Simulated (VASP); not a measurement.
# CdSe (F-43m) in VASP: further runs, part 2 of 2

VASP 6.6.1. The steps go on from the part before.

## 4. Dielectric tensor, LDA

File INCAR:

```
SYSTEM = CdSe
PREC     = Accurate       ! precision mode
ENCUT    = 520            ! plane-wave cutoff, eV
EDIFF    = 1E-8           ! SCF threshold, eV
ISMEAR   = 0              ! smearing method
SIGMA    = 0.01           ! smearing width, eV
LREAL    = .False.        ! projectors in reciprocal space
LASPH    = .True.         ! aspherical terms in the spheres
NELM     = 60             ! most SCF steps
ALGO     = Normal         ! electronic algorithm
ISIF     = 2              ! what is computed and relaxed
LWAVE    = .False.        ! write WAVECAR
LCHARG   = .False.        ! write CHGCAR
LEPSILON = .True.         ! dielectric tensor by DFPT
```

File KPOINTS:

```
regular mesh
0
Gamma
  8 8 8
  0 0 0
```

File POSCAR:

```
CdSe
1.0
    0.0000000000      3.0702711986      3.0702711986
    3.0702711986      0.0000000000      3.0702711986
    3.0702711986      3.0702711986      0.0000000000
Cd Se
1 1
Direct
    0.0000000000      0.0000000000      0.0000000000
    0.2500000000      0.2500000000      0.2500000000
```

Potentials or basis: VASP PAW LDA potentials, release 64 (Cd, Se).

The run is started by

```sh
$ cat potpaw_LDA.64/Cd/POTCAR potpaw_LDA.64/Se/POTCAR > POTCAR
$ mpirun -np 1 vasp_std > vasp.out
```

OUTCAR:

```text
SYSTEM = CdSe
   PREC = Accurate
   ENCUT = 520
   EDIFF = 1E-8
   ISMEAR = 0
   LREAL = .False.
   LASPH = .True.
   NELM = 60
   ISIF = 2
   LEPSILON = .True.

 ion  position               nearest neighbor table
   1  0.000  0.000  0.000-   2 2.66   2 2.66   2 2.66   2 2.66
   2  0.250  0.250  0.250-   1 2.66   1 2.66   1 2.66   1 2.66

  LATTYP: Found a face centered cubic cell.
 ALAT       =     6.1405423972

  Lattice vectors:

 A1 = (   0.0000000000,   3.0702711986,   3.0702711986)
 A2 = (   3.0702711986,   0.0000000000,   3.0702711986)
 A3 = (   3.0702711986,   3.0702711986,   0.0000000000)

Analysis of symmetry for initial positions (statically):
=====================================================================
 Subroutine PRICEL returns:
 Original cell was already a primitive cell.

 Routine SETGRP: Setting up the symmetry group for a
 face centered cubic supercell.

 Subroutine GETGRP returns: Found 24 space group operations
 (whereof 24 operations were pure point group operations)
[... 602 lines left out ...]

 Free energy of the ion-electron system (eV)
  ---------------------------------------------------
  ---------------------------------------------------
  free energy    TOTEN  =        -6.10873763 eV

  energy without entropy =       -6.10873763

------------------------ aborting loop because EDIFF is reached ----------------------------------------

 PIEZOELECTRIC TENSOR FIELD DIRECTION 3  (e Angst)
 -----------------------------------------------------------------------------
    -0.00087 -3.48251  0.00000           (  0.00000  0.04998  0.00000)
    -3.48251 -0.00087  0.00000           (  0.04998  0.00000  0.00000)
     0.00000  0.00000 -0.00070           (  0.00000  0.00000 -0.00000)

 PIEZOELECTRIC TENSOR FIELD DIRECTION 3  (C/m^2)
 -----------------------------------------------------------------------------
    -0.00024 -0.96392  0.00000
    -0.96392 -0.00024  0.00000
     0.00000  0.00000 -0.00019

 MACROSCOPIC STATIC DIELECTRIC TENSOR (including local field effects in DFT)
 ------------------------------------------------------
          38.514965    -0.000000     0.000000
           0.000000    38.514965    -0.000000
           0.000000    -0.000000    38.514965
 ------------------------------------------------------

 PIEZOELECTRIC TENSOR (including local field effects)  for field in x, y, z        (e  Angst)
          XX          YY          ZZ          XY          YZ          ZX
  --------------------------------------------------------------------------------
  x    -0.00000    -0.00000    -0.00000     0.00000    -3.49888     0.00000
  y    -0.00000     0.00000     0.00000     0.00000     0.00000    -3.49888
  z     0.00000    -0.00000    -0.00000    -3.49888     0.00000     0.00000

 PIEZOELECTRIC TENSOR (including local field effects)  for field in x, y, z        (C/m^2)
          XX          YY          ZZ          XY          YZ          ZX
  --------------------------------------------------------------------------------
  x    -0.00000    -0.00000    -0.00000     0.00000    -0.96845     0.00000
  y    -0.00000     0.00000     0.00000     0.00000     0.00000    -0.96845
  z     0.00000    -0.00000    -0.00000    -0.96845     0.00000     0.00000

 BORN EFFECTIVE CHARGES (including local field effects) (in |e|, cummulative output)
 ---------------------------------------------------------------------------------
 ion    1
    1     2.64015     0.00000     0.00000
    2     0.00000     2.64015     0.00000
    3     0.00000     0.00000     2.64015
 ion    2
    1    -2.64015     0.00000     0.00000
    2     0.00000    -2.64015     0.00000
    3    -0.00000    -0.00000    -2.64015
```

OSZICAR:

```text
N       E                     dE             d eps       ncg     rms          rms(c)
DAV:   1     0.110922150092E+03    0.11092E+03   -0.87651E+03   754   0.123E+03
[... 13 lines left out ...]
RMM:   6    -0.610824203699E+01   -0.11895E-02   -0.29288E-05  3938   0.274E-02    0.105E-02
RMM:   7    -0.610866660441E+01   -0.42457E-03   -0.69845E-06  4024   0.107E-02    0.274E-03
RMM:   8    -0.610873840717E+01   -0.71803E-04   -0.44723E-06  4203   0.233E-03    0.551E-04
RMM:   9    -0.610873780064E+01    0.60654E-06   -0.61932E-06  4046   0.636E-04    0.209E-04
RMM:  10    -0.610873764543E+01    0.15521E-06   -0.66756E-07  3481   0.203E-04    0.223E-05
RMM:  11    -0.610873778353E+01   -0.13811E-06    0.50155E-10  1666   0.417E-05    0.151E-05
RMM:  12    -0.610873762882E+01    0.15471E-06    0.38888E-10  1450   0.434E-05    0.311E-06
```

stdout:

```text
POSCAR found type information on POSCAR CdSe
 POSCAR found :  2 types and       2 ions
 scaLAPACK will be used
 LDA part: xc-table for (Slater(with rela. corr.)+CA(PZ))
 , standard interpolation
 POSCAR, INCAR and KPOINTS ok, starting setup
 FFT: planning ... GRIDC
 FFT: planning ... GRID_SOFT
 FFT: planning ... GRID
 WAVECAR not read
 entering main loop
 Linear response reoptimize wavefunctions to high precision
 Linear response G [H, r] |phi>, progress :
  Direction:   1
 Linear response G [H, r] |phi>, progress :
  Direction:   2
 Linear response G [H, r] |phi>, progress :
  Direction:   3
 Linear response to external field (no local field effect), progress :
  Direction:   1
 dielectric tensor                  component  1 :    40.069     4.051     1.319
 Linear response to external field (no local field effect), progress :
  Direction:   2
 dielectric tensor                  component  2 :     4.052    40.585    -1.676
 Linear response to external field (no local field effect), progress :
  Direction:   3
 dielectric tensor                  component  3 :     1.315    -1.674    36.322
 Linear response to external field, progress :
  Direction:   1
 dielectric tensor                  component  1 :    38.515     2.008     0.737
 Linear response to external field, progress :
  Direction:   2
 dielectric tensor                  component  2 :     1.978    38.515     0.586
 Linear response to external field, progress :
  Direction:   3
 dielectric tensor                  component  3 :     1.559     1.186    38.515
 Born effective charges drift removed
```

Wall time 4.8 min (1 thread of AMD EPYC 7R43 (Zen 3), shared host); peak memory 0.29 GiB.

What came out:

* Band gap on the k mesh: 0.30 eV, direct
* Electronic dielectric tensor (diagonal): 38.51
* Born charges (mean of the diagonal): Cd +2.64; Se -2.64 e

Levels at points of the mesh, in eV from the valence-band top:
```csv
k point,band 5,band 6,band 7,band 8,band 9,band 10,band 11,band 12,band 13
"(0.00, 0.00, 0.00)",-7.51,-7.51,0.00,0.00,0.00,0.30,5.79,5.79,5.79
"(0.50, 0.00, 0.00)",-7.48,-7.24,-4.31,-0.72,-0.72,2.16,6.31,6.31,7.11
"(0.50, 0.50, 0.00)",-7.45,-7.18,-4.04,-1.79,-1.79,2.99,3.58,8.74,9.85
```

Electronic dielectric tensor:
```
38.51  0.00  0.00
 0.00 38.51  0.00
 0.00  0.00 38.51
```

Born effective charge tensors (e):
atom 1, Cd
```
2.64 0.00 0.00
0.00 2.64 0.00
0.00 0.00 2.64
```
atom 2, Se
```
-2.64  0.00  0.00
 0.00 -2.64  0.00
 0.00  0.00 -2.64
```

Caveat: the gap is small at this level, which inflates the dielectric constant.

## 5. Vibrations by perturbation theory, PBEsol

File INCAR:

```
SYSTEM = CdSe
ALGO = Normal
EDIFF = 1E-8
ENCUT = 520
GGA = PS
IBRION = 8
ISIF = 2
ISMEAR = 0
LASPH = .TRUE.
LCHARG = .TRUE.
LEPSILON = .TRUE.
LREAL = .FALSE.
LWAVE = .FALSE.
NELM = 80
NSW = 1
PREC = Accurate
SIGMA = 0.01
```

File KPOINTS:

```
k-points
0
G
  6 6 6
  0 0 0
```

POSCAR is that of step 4.

Potentials or basis: VASP PAW PBE potentials, release 64 (Cd, Se).

The run is started by

```sh
$ cat potpaw_PBE.64/Cd/POTCAR potpaw_PBE.64/Se/POTCAR > POTCAR
$ mpirun -np 1 vasp_std > vasp.out
```

OUTCAR:

```text
SYSTEM = CdSe
   EDIFF = 1E-8
   ENCUT = 520
   GGA = PS
   IBRION = 8
   ISIF = 2
   ISMEAR = 0
   LASPH = .TRUE.
   LEPSILON = .TRUE.
   LREAL = .FALSE.
   NELM = 80
   NSW = 1
   PREC = Accurate

 ion  position               nearest neighbor table
   1  0.000  0.000  0.000-   2 2.66   2 2.66   2 2.66   2 2.66
   2  0.250  0.250  0.250-   1 2.66   1 2.66   1 2.66   1 2.66

  LATTYP: Found a face centered cubic cell.
 ALAT       =     6.1405423972

  Lattice vectors:

 A1 = (   0.0000000000,   3.0702711986,   3.0702711986)
 A2 = (   3.0702711986,   0.0000000000,   3.0702711986)
 A3 = (   3.0702711986,   3.0702711986,   0.0000000000)

Analysis of symmetry for initial positions (statically):
[... 547 lines left out ...]
  z    -0.00000    -0.00000     0.00000    -5.19746     0.00000     0.00000

 SECOND DERIVATIVES (NOT SYMMETRIZED)
 ------------------------------------
               1X          1Y          1Z          2X          2Y          2Z
  1X    -4.404691    0.000000    0.000000    4.404691    0.000000    0.000000
  1Y     0.000000   -4.404691    0.000000    0.000000    4.404691    0.000000
  1Z     0.000000    0.000000   -4.404691    0.000000    0.000000    4.404691
  2X     4.392055    0.000000    0.000000   -4.392055    0.000000    0.000000
  2Y     0.000000    4.392055    0.000000    0.000000   -4.392055    0.000000
  2Z     0.000000    0.000000    4.392055    0.000000    0.000000   -4.392055

 Eigenvectors and eigenvalues of the dynamical matrix
 ----------------------------------------------------

   1 f  =    4.813627 THz    30.244909 2PiTHz  160.565305 cm-1    19.907552 meV
             X         Y         Z           dx          dy          dz
      0.000000  0.000000  0.000000     0.000000    0.642883    0.000000
      1.535136  1.535136  1.535136     0.000000   -0.765965    0.000000
[... 21 lines left out ...]
   6 f/i=    0.003405 THz     0.021394 2PiTHz    0.113576 cm-1     0.014082 meV
             X         Y         Z           dx          dy          dz
      0.000000  0.000000  0.000000     0.000000    0.000000    0.765965
      1.535136  1.535136  1.535136     0.000000    0.000000    0.642883

--------------------------------------------------------------------------------------------------------

 MACROSCOPIC STATIC DIELECTRIC TENSOR IONIC CONTRIBUTION
 ------------------------------------------------------
           5.532767    -0.000000    -0.000000
          -0.000000     5.532767     0.000000
          -0.000000     0.000000     5.532767
 ------------------------------------------------------

 ELASTIC MODULI CONTR FROM IONIC RELAXATION (kBar)
 Direction    XX          YY          ZZ          XY          YZ          ZX
 --------------------------------------------------------------------------------
 XX          -0.0000     -0.0000      0.0000     -0.0000      0.0000      0.0000
 YY          -0.0000     -0.0000     -0.0000     -0.0000     -0.0000      0.0000
 ZZ           0.0000     -0.0000     -0.0000      0.0000     -0.0000      0.0000
 XY          -0.0000     -0.0000      0.0000   -173.7245      0.0000      0.0000
 YZ           0.0000     -0.0000     -0.0000      0.0000   -173.7245      0.0000
 ZX           0.0000      0.0000      0.0000      0.0000      0.0000   -173.7245
 --------------------------------------------------------------------------------

 PIEZOELECTRIC TENSOR IONIC CONTR  for field in x, y, z        (C/m^2)
          XX          YY          ZZ          XY          YZ          ZX
  --------------------------------------------------------------------------------
  x    -0.00000     0.00000     0.00000    -0.00000     0.92252     0.00000
  y    -0.00000    -0.00000    -0.00000     0.00000     0.00000     0.92252
  z     0.00000     0.00000    -0.00000     0.92252    -0.00000     0.00000
```

OSZICAR:

```text
N       E                     dE             d eps       ncg     rms          rms(c)
DAV:   1     0.111469479532E+03    0.11147E+03   -0.87788E+03   416   0.123E+03
DAV:   2    -0.158102323513E+01   -0.11305E+03   -0.10809E+03   481   0.292E+02
DAV:   3    -0.652688950674E+01   -0.49459E+01   -0.49337E+01   501   0.636E+01
[... 174 lines left out ...]
RMM:   6    -0.844249842427E-01    0.51687E-05   -0.13948E-07  1957   0.125E-03    0.141E-03
RMM:   7    -0.844262169311E-01   -0.12327E-05   -0.15194E-07  1927   0.113E-03    0.874E-05
RMM:   8    -0.844260262210E-01    0.19071E-06   -0.88326E-09  1947   0.168E-04    0.599E-05
RMM:   9    -0.844259418537E-01    0.84367E-07    0.22345E-09  1939   0.108E-04    0.122E-05
RMM:  10    -0.844260433058E-01   -0.10145E-06   -0.14706E-09  1938   0.174E-05    0.941E-06
RMM:  11    -0.844260371252E-01    0.61806E-08    0.22966E-09  1797   0.836E-06    0.215E-06
 Linear response finished
```

Wall time 3.5 min (1 thread of AMD EPYC 7R13 (Zen 3), shared host); peak memory 0.23 GiB.

Results:

```yaml
Electronic_dielectric_tensor_diagonal: 34.81
Born_charges_mean_of_the_diagonal: Cd +2.79; Se -2.79 e
Highest_phonon_frequency_at_Γ_LO-TO_splitting_left_out: 161 cm⁻¹
```

Phonon frequencies in cm⁻¹ (negative: imaginary):
```csv
q point,frequencies
"(0.000, 0.000, 0.000)",0 0 0 161 161 161
```

Electronic dielectric tensor:
```
34.81  0.00  0.00
 0.00 34.81  0.00
 0.00  0.00 34.81
```

Born effective charge tensors (e):
atom 1, Cd
```
2.79 0.00 0.00
0.00 2.79 0.00
0.00 0.00 2.79
```
atom 2, Se
```
-2.79  0.00  0.00
 0.00 -2.79  0.00
 0.00  0.00 -2.79
```

Caveat: the cell wasn't relaxed at this level first, which shifts response properties.

## 6. Vibrations by perturbation theory, LDA

File INCAR:

```
PREC     = Accurate       # precision mode
ENCUT    = 520            # plane-wave cutoff, eV
EDIFF    = 1E-8           # SCF threshold, eV
ISMEAR   = -1             # smearing method
SIGMA    = 0.05           # smearing width, eV
LREAL    = False          # projectors in reciprocal space
LASPH    = True           # aspherical terms in the spheres
NELM     = 60             # most SCF steps
ALGO     = Normal         # electronic algorithm
ISIF     = 2              # what is computed and relaxed
LWAVE    = False          # write WAVECAR
LCHARG   = False          # write CHGCAR
GGA      = CA             # functional
NBANDS   = 16             # bands
IBRION   = 8              # ionic algorithm
NSW      = 1              # ionic steps
```

File KPOINTS:

```
regular mesh
0
Gamma
  8 8 8
```

File POSCAR:

```
CdSe
1.0
    4.3420191692      0.0000000000      0.0000000000
    2.1710095846      3.7602989042      0.0000000000
    2.1710095846      1.2534329681      3.5452438060
Cd Se
1 1
Direct
    0.0000000000      0.0000000000      0.0000000000
    0.2500000000      0.2500000000      0.2500000000
```

Potentials or basis: VASP PAW LDA potentials, release 64 (Cd, Se).

The run is started by

```sh
$ cat potpaw_LDA.64/Cd/POTCAR potpaw_LDA.64/Se/POTCAR > POTCAR
$ mpirun -np 1 vasp_std > vasp.out
```

OUTCAR:

```text
PREC = Accurate
   ENCUT = 520
   EDIFF = 1E-8
   ISMEAR = -1
   LREAL = False
   LASPH = True
   NELM = 60
   ISIF = 2
   GGA = CA
   IBRION = 8
   NSW = 1

 ion  position               nearest neighbor table
   1  0.000  0.000  0.000-   2 2.66   2 2.66   2 2.66   2 2.66
   2  0.250  0.250  0.250-   1 2.66   1 2.66   1 2.66   1 2.66

  LATTYP: Found a face centered cubic cell.
 ALAT       =     6.1405423971

  Lattice vectors:

 A1 = (   4.3420191692,   0.0000000000,   0.0000000000)
[... 710 lines left out ...]
  1X    -4.280613   -0.000000   -0.000000    4.280613    0.000000    0.000000
  1Y     0.000000   -4.280613   -0.000000   -0.000000    4.280613    0.000000
  1Z    -0.000000   -0.000000   -4.280613    0.000000    0.000000    4.280613
  2X     4.260379    0.000000    0.000000   -4.260379   -0.000000   -0.000000
  2Y     0.000000    4.260379    0.000000   -0.000000   -4.260379   -0.000000
  2Z     0.000000    0.000000    4.260379   -0.000000   -0.000000   -4.260379

 Eigenvectors and eigenvalues of the dynamical matrix
 ----------------------------------------------------

   1 f  =    4.742751 THz    29.799584 2PiTHz  158.201148 cm-1    19.614434 meV
             X         Y         Z           dx          dy          dz
      0.000000  0.000000  0.000000    -0.000000   -0.143314   -0.627066
      2.171010  1.253433  0.886311     0.000000    0.170593    0.746423
[... 21 lines left out ...]
   6 f/i=    0.005534 THz     0.034769 2PiTHz    0.184581 cm-1     0.022885 meV
             X         Y         Z           dx          dy          dz
      0.000000  0.000000  0.000000     0.765422    0.018834    0.004889
      2.171010  1.253433  0.886311     0.643027    0.015822    0.004107

--------------------------------------------------------------------------------------------------------

 ELASTIC MODULI CONTR FROM IONIC RELAXATION (kBar)
 Direction    XX          YY          ZZ          XY          YZ          ZX
 --------------------------------------------------------------------------------
 XX        -145.2182     48.4061     96.8121      0.0000    -68.4565      0.0000
 YY          48.4061   -145.2182     96.8121     -0.0000     68.4565     -0.0000
 ZZ          96.8121     96.8121   -193.6243     -0.0000     -0.0000      0.0000
 XY           0.0000     -0.0000     -0.0000    -96.8121      0.0000    -68.4565
 YZ         -68.4565     68.4565     -0.0000      0.0000    -48.4061      0.0000
 ZX           0.0000     -0.0000      0.0000    -68.4565      0.0000    -48.4061
 --------------------------------------------------------------------------------
```

OSZICAR:

```text
N       E                     dE             d eps       ncg     rms          rms(c)
DAV:   1     0.106645421364E+03    0.10665E+03   -0.87734E+03   936   0.101E+03
DAV:   2    -0.281768784745E+01   -0.10946E+03   -0.10368E+03  1144   0.248E+02
DAV:   3    -0.708602595648E+01   -0.42683E+01   -0.42615E+01  1056   0.505E+01
DAV:   4    -0.710646822149E+01   -0.20442E-01   -0.20442E-01  1208   0.345E+00
[... 39 lines left out ...]
RMM:   8    -0.846476386374E-01    0.81546E-07    0.29002E-09  8339   0.793E-05    0.453E-05
RMM:   9    -0.846475354472E-01    0.10319E-06   -0.20559E-08  8300   0.399E-05    0.815E-06
RMM:  10    -0.846475698640E-01   -0.34417E-07    0.18044E-08  8259   0.869E-06    0.601E-06
RMM:  11    -0.846475866533E-01   -0.16789E-07    0.21905E-08  7171   0.549E-06    0.181E-06
RMM:  12    -0.846475907896E-01   -0.41363E-08    0.26441E-08  4995   0.312E-06    0.216E-07
 Linear response finished
```

Wall time 1.9 min (1 thread of Intel Xeon 6975P-C (Granite Rapids), shared host); peak memory 0.41 GiB.

Results:

```
Highest phonon frequency at Γ, LO-TO splitting left out : 158 cm⁻¹
```

Phonon frequencies in cm⁻¹ (negative: imaginary):
```
              q point        frequencies
(0.000, 0.000, 0.000)  0 0 0 158 158 158
```

Caveat: the cell wasn't relaxed at this level first, which shifts response properties.

## 7. Summary

```tsv
task	level	potentials or basis	k mesh	smearing	gap on the mesh (eV)
dielectric tensor	PBE	VASP PAW PBE potentials, release 64 (Cd, Se)	8 × 8 × 8	gaussian 0.01 eV	0.55
vibrations by perturbation theory	PBE	VASP PAW PBE potentials, release 64 (Cd, Se)	6 × 6 × 6	gaussian 0.01 eV	-
dielectric tensor	LDA	VASP PAW LDA potentials, release 64 (Cd, Se)	8 × 8 × 8	gaussian 0.01 eV	0.30
vibrations by perturbation theory	PBEsol	VASP PAW PBE potentials, release 64 (Cd, Se)	6 × 6 × 6	gaussian 0.01 eV	-
vibrations by perturbation theory	LDA	VASP PAW LDA potentials, release 64 (Cd, Se)	8 × 8 × 8	fermi-dirac 0.05 eV	-
```

Alike in all rows: no spin polarisation; cell a = 4.342 Å, angles 60.0°, 2 atoms; cutoff (eV) 520.

Caveats: the cell wasn't relaxed at this level first, which shifts response properties (some runs); the gap is small at this level, which inflates the dielectric constant (some runs).

Absolute energies hang on the potentials; compare differences alone.
